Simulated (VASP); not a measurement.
# AgB2 in VASP: a series of runs, part 4 of 4

VASP 6.6.1. The steps go on from the part before.

### 6 Electric field gradients, PBEsol (equal xy, yz and zx shear strains of -2 %)

The input, INCAR:

```
PREC     = Accurate       # precision mode
ENCUT    = 520            # plane-wave cutoff, eV
EDIFF    = 1E-8           # SCF threshold, eV
ISMEAR   = -1             # smearing method
SIGMA    = 0.05           # smearing width, eV
LREAL    = F              # projectors in reciprocal space
LASPH    = T              # aspherical terms in the spheres
NELM     = 100            # most SCF steps
ALGO     = Normal         # electronic algorithm
ISIF     = 2              # what is computed and relaxed
LWAVE    = F              # write WAVECAR
LCHARG   = F              # write CHGCAR
GGA      = PS             # functional
LEFG     = T            
NBANDS   = 16             # bands
```

The input, KPOINTS:

```
Automatic mesh
0
Gamma
  16 16 13
```

The input, POSCAR:

```
AgB2
1.0
    3.0000016405     -0.0300000164     -0.0300000164
   -1.5259815966      2.6130776403     -0.0109807681
   -0.0324000000     -0.0324000000      3.2400000000
Ag B
1 2
Direct
    0.0000000000      0.0000000000      0.0000000000
    0.3333333333      0.6666666667      0.5000000000
    0.6666666667      0.3333333333      0.5000000000
```

Potentials or basis: VASP PAW PBE potentials, release 64 (Ag, B).

On the command line:

```sh
$ cat potpaw_PBE.64/Ag/POTCAR potpaw_PBE.64/B/POTCAR > POTCAR
$ mpirun -np 1 vasp_std > vasp.out
```

OUTCAR:

```text
PREC = Accurate
   ENCUT = 520
   EDIFF = 1E-8
   ISMEAR = -1
   LREAL = F
   LASPH = T
   NELM = 100
   ISIF = 2
   GGA = PS

 ion  position               nearest neighbor table
   1  0.000  0.000  0.000-   3 2.33   2 2.33   3 2.35   2 2.35   2 2.37   3 2.37   2 2.39   3 2.39
                             2 2.39   3 2.39   3 2.40   2 2.40
   2  0.333  0.667  0.500-   3 1.72   3 1.73   3 1.75   1 2.33   1 2.35   1 2.37   1 2.39   1 2.39
                             1 2.40
   3  0.667  0.333  0.500-   2 1.72   2 1.73   2 1.75   1 2.33   1 2.35   1 2.37   1 2.39   1 2.39
                             1 2.40

  LATTYP: Found a triclinic cell.
 ALAT       =     2.9743410238
 B/A-ratio  =     1.0087281861
 C/A-ratio  =     1.0894258452
 COS(alpha) =     0.0198960208
 COS(beta)  =     0.0274156886
 COS(gamma) =     0.4869832429

  Lattice vectors:

 A1 = (   1.4740200439,   2.5830776239,  -0.0409807845)
 A2 = (   3.0000016405,  -0.0300000164,  -0.0300000164)
 A3 = (   0.0324000000,   0.0324000000,  -3.2400000000)

Analysis of symmetry for initial positions (statically):
=====================================================================
 Subroutine PRICEL returns:
 Original cell was already a primitive cell.

 Routine SETGRP: Setting up the symmetry group for a
 triclinic supercell.

 Subroutine GETGRP returns: Found  2 space group operations
 (whereof  2 operations were pure point group operations)
 out of a pool of  2 trial point group operations.

The static configuration has the point symmetry S_2 .

Analysis of symmetry for dynamics (positions and initial velocities):
=====================================================================
[... 170 lines left out ...]
      3       3.9048      2.00000
      4       4.0682      2.00000
      5       5.5464      2.00000
      6       5.5483      2.00000
[... 433 lines left out ...]
      3       3.7785      2.00000
      4       4.1517      2.00000
      5       4.9807      2.00000
      6       5.5106      2.00000
[... 8 lines left out ...]
     15      27.8419      0.00000
     16      29.6420      0.00000

 [... further k-points ...]
[... 5 lines left out ...]
  --------------------------------------------------------------------------------------
  -------------------------------------------------------------------------------------
  Total        5.8136518      5.7780894     10.6560801      0.4175387      0.0045147      0.0036513
  in kB      368.9539379    366.6970253    676.2707592     26.4984114      0.2865203      0.2317237
  external PRESSURE =     470.6405741 kB  Pullay stress =       0.0000000 kB

 VOLUME and BASIS-vectors are now :
 -----------------------------------------------------------------------------
  energy-cutoff  :      520.00
  volume of cell :       25.25
      direct lattice vectors                 reciprocal lattice vectors
     3.000001640 -0.030000016 -0.030000016     0.335344837  0.195856553  0.005312014
    -1.525981597  2.613077640 -0.010980768     0.003888664  0.384977742  0.003888664
    -0.032400000 -0.032400000  3.240000000     0.003118226  0.003118226  0.308704340

 POSITION                                       TOTAL-FORCE (eV/Angst)
 -----------------------------------------------------------------------------------
      0.00000      0.00000      0.00000         0.000000     -0.000000      0.000000
     -0.03352      1.71585      1.60268         0.122372     -0.001572     -0.007855
      1.47514      0.83483      1.59634        -0.122372      0.001572      0.007855
 -----------------------------------------------------------------------------------
    total drift:                               -0.000000      0.000000      0.000000

  FREE ENERGIE OF THE ION-ELECTRON SYSTEM (eV)
  ---------------------------------------------------
  free  energy   TOTEN  =       -14.8072216366 eV

  energy  without entropy=      -14.7956796170  energy(sigma->0) =      -14.80145063

 Electric field gradients (V/A^2)
---------------------------------------------------------------------
 ion       V_xx      V_yy      V_zz      V_xy      V_xz      V_yz
---------------------------------------------------------------------
   1      35.625    36.051   -71.675    -2.544   -11.155   -11.170
   2     -14.927   -14.835    29.763    -0.603     0.081     0.083
   3     -14.927   -14.835    29.763    -0.603     0.081     0.083
---------------------------------------------------------------------

 Electric field gradients after diagonalization (V/A^2)
 (convention: |V_zz| > |V_xx| > |V_yy|)
----------------------------------------------------------------------
 ion       V_xx      V_yy      V_zz     asymmetry (V_yy - V_xx)/ V_zz
----------------------------------------------------------------------
   1      38.398    35.600   -73.998       0.038
   2     -15.487   -14.276    29.763       0.041
   3     -15.487   -14.276    29.763       0.041
----------------------------------------------------------------------

           NMR quadrupolar parameters

 Cq : quadrupolar parameter    Cq=e*Q*V_zz/h
 eta: asymmetry parameters     (V_yy - V_xx)/ V_zz
 Q  : nuclear electric quadrupole moment in mb (millibarn)
----------------------------------------------------------------------
 ion       Cq(MHz)       eta       Q (mb)
----------------------------------------------------------------------
   1      -0.179       0.038       1.000
   2       0.072       0.041       1.000
   3       0.072       0.041       1.000
----------------------------------------------------------------------
```

stdout:

```text
POSCAR found type information on POSCAR AgB
 POSCAR found :  2 types and       3 ions
 scaLAPACK will be used
 -----------------------------------------------------------------------------
|                                                                             |
|                                                                             |
|     You enforced a specific xc type in the INCAR file but a different       |
|     I HOPE YOU KNOW WHAT YOU ARE DOING!                                     |
|                                                                             |
 -----------------------------------------------------------------------------

 LDA part: xc-table for (Slater+PW92), standard interpolation
 POSCAR, INCAR and KPOINTS ok, starting setup
 FFT: planning ... GRIDC
 FFT: planning ... GRID_SOFT
 FFT: planning ... GRID
 WAVECAR not read
 entering main loop
ion   1
     0.0000553    -0.4454597    -0.7794855     1.7194059    -0.7791400     0.0181841
     0.0000762    -0.4454597    -0.7794855     1.7194059    -0.7791400     0.0181841
     0.0001049    -0.4454597    -0.7794855     1.7194058    -0.7791400     0.0181841
     0.0001445    -0.4454597    -0.7794855     1.7194058    -0.7791399     0.0181841
[... 23 lines left out ...]
     0.0000257     0.7717068    -0.0089873   -25.4933288    -0.0073930     0.0530299
     0.0000354     0.7717067    -0.0089873   -25.4933280    -0.0073930     0.0530299
     0.0000487     0.7717067    -0.0089873   -25.4933266    -0.0073930     0.0530299
     0.0000671     0.7717066    -0.0089873   -25.4933243    -0.0073930     0.0530299
```

It took 13 min on 1 thread of Intel Xeon 8259CL, shared host; peak memory 0.71 GiB.

Results:

```yaml
Free_energy: -14.8072 eV
Pressure: 47.1 GPa
Largest_force: 0.123 eV/Å
```

Forces on the atoms (eV/Å):
```
Ag   0.000  0.000  0.000
B    0.122 -0.002 -0.008
B   -0.122  0.002  0.008
```

Stress tensor (GPa, compression positive):
```
36.90  2.65  0.02
 2.65 36.67  0.03
 0.02  0.03 67.63
```

Electric field gradients, principal values (V/Å²):
```
atom    least   middle  greatest (by size)
1 Ag   35.600   38.398             -73.998
 2 B  -14.276  -15.487              29.763
 3 B  -14.276  -15.487              29.763
```

Caveat: the cell differs from its parent crystal (equal xy, yz and zx shear strains of -2 %); without QUAD_EFG the Cq values of the log hold for a quadrupole moment of 1 mb, not for the nuclei; the PAW data sets were made with another functional, which shifts forces and pressure a little.

### 7 Summary

| cell | gap on the mesh (eV) | pressure (GPa) |
| --- | --- | --- |
| a = 2.959, b = 2.959, c = 3.196 Å, angles 90.0, 90.0, 120.0°, 3 atoms | none | 63.1 |
| a = 2.990, b = 2.990, c = 3.229 Å, angles 90.0, 90.0, 120.0°, 3 atoms | none | 50.7 |
| a = 3.020, b = 3.020, c = 3.261 Å, angles 90.0, 90.0, 120.0°, 3 atoms | none | 39.9 |
| a = 3.000, b = 3.026, c = 3.240 Å, angles 90.4, 91.1, 120.9°, 3 atoms | none | 47.1 |

Alike in all rows: task electric field gradients; level PBEsol; potentials or basis VASP PAW PBE potentials, release 64 (Ag, B); no spin polarisation; k mesh 16 × 16 × 13; cutoff (eV) 520; smearing fermi-dirac 0.05 eV.

Caveats: the PAW data sets were made with another functional, which shifts forces and pressure a little.

Absolute energies hang on the potentials; compare differences alone.
